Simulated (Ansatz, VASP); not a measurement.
CdS: VASP beside Ansatz

```xyz
2
Lattice="0.0000 2.7268 2.7183 2.7268 0.0000 2.7183 2.7268 2.7268 0.0000" Properties=species:S:1:pos:R:3 pbc="T T T"
Cd    0.0000    0.0000    0.0000
S     2.7268    2.7268    2.7183
```

Change from the starting cell: uniaxial_z strain -0.3%.

Alike in both runs: task single point; functional r2SCAN; k mesh 8 × 8 × 8; no spin polarisation.

```csv
,VASP,Ansatz
version,VASP 6.6.1,Ansatz 0.2.0
potentials or method,"VASP PAW PBE potentials, release 64 (Cd, S)","plane waves, PAW"
plane-wave cutoff (eV),520,500
occupations,"gaussian, width 0.01 eV",fixed
valence electrons in the cell,18,26
```

```csv
,VASP,Ansatz,Ansatz less VASP
gap on the k mesh at the Fermi level (eV),0.72,0.73,+0.018
pressure (GPa),0.7,0.3,-0.48
"traceless stress, the component that is largest in VASP (GPa)",0.18,0.17,-0.008
```

VASP's potentials were made for PBE, not for r2SCAN. VASP's potentials hold 18 valence electrons a cell and Ansatz's 26, so a difference there can come from the potentials and not from the codes.
